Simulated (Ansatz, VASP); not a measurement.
# One calculation of Tc, two programs

The input INCAR:

```
PREC = Accurate
ENCUT = 520
EDIFF = 1E-8
ISMEAR = 0
SIGMA = 0.05
LREAL = False
LASPH = True
NELM = 80
ALGO = Fast
ISIF = 2
LWAVE = False
LCHARG = False
GGA = PE
LEFG = True
NBANDS = 20
```

File KPOINTS:

```
Automatic mesh
0
Gamma
  18 18 10
```

The input POSCAR:

```
Tc
1.0
    2.7520485008      0.0000000000      0.0000000000
   -1.3760242504      2.3833439142      0.0000000000
    0.0000000000      0.0000000000      4.4007408715
Tc
2
Direct
    0.3333333333      0.6666666667      0.2500000000
    0.6666666667      0.3333333333      0.7500000000
```

Input for Ansatz:

```yaml
crystal:
  lattice:
    - [2.7520485008, 0.0, 0.0]
    - [-1.3760242504, 2.3833439142, 0.0]
    - [0.0, 0.0, 4.4007408715]
  atoms:
    - { symbol: Tc, position: [0.3333333333, 0.6666666667, 0.25] }
    - { symbol: Tc, position: [0.6666666667, 0.3333333333, 0.75] }
basis:
  ecutwfc: 600
  ecutrho_ratio: 5
kpoints:
  mp_grid: { grid: [18, 18, 10] }
hamiltonian:
  xc: pbe
scf:
  occupations: { method: gaussian, width: 0.05 }
output:
  forces: true
  stress: true
  eigenvalues: true
  efg: { contact_densities: true }
```

Alike in both runs: task electric field gradients; functional PBE; k mesh 18 × 18 × 10; occupations gaussian, width 0.05 eV; no spin polarisation.

|  | VASP | Ansatz |
| --- | --- | --- |
| version | VASP 6.6.1 | Ansatz 0.2.0 |
| potentials or method | VASP PAW PBE potentials, release 64 (Tc_pv), cutoff 520 eV | scalar-relativistic, plane waves, PAW |
| valence electrons in the cell | 26 | 30 |

VASP gave:

| Property | Result |
| --- | --- |
| gap on the k mesh at the Fermi level (eV) | none |
| pressure (GPa) | -0.7 |
| size of Vzz on the site where it differs most (V/Å²) | 16.8 |

Task: Estimate Ansatz's values.

Result: gap on the k mesh at the Fermi level (eV): none; pressure (GPa): 0.0; size of Vzz on the site where it differs most (V/Å²): 17.3.

A gap of «none» marks a metal or a gap that the smearing closes. The functional is the same, so the differences come from potentials, cutoffs and numerics. VASP's potentials hold 26 valence electrons a cell and Ansatz's 30, so a difference there can come from the potentials and not from the codes.
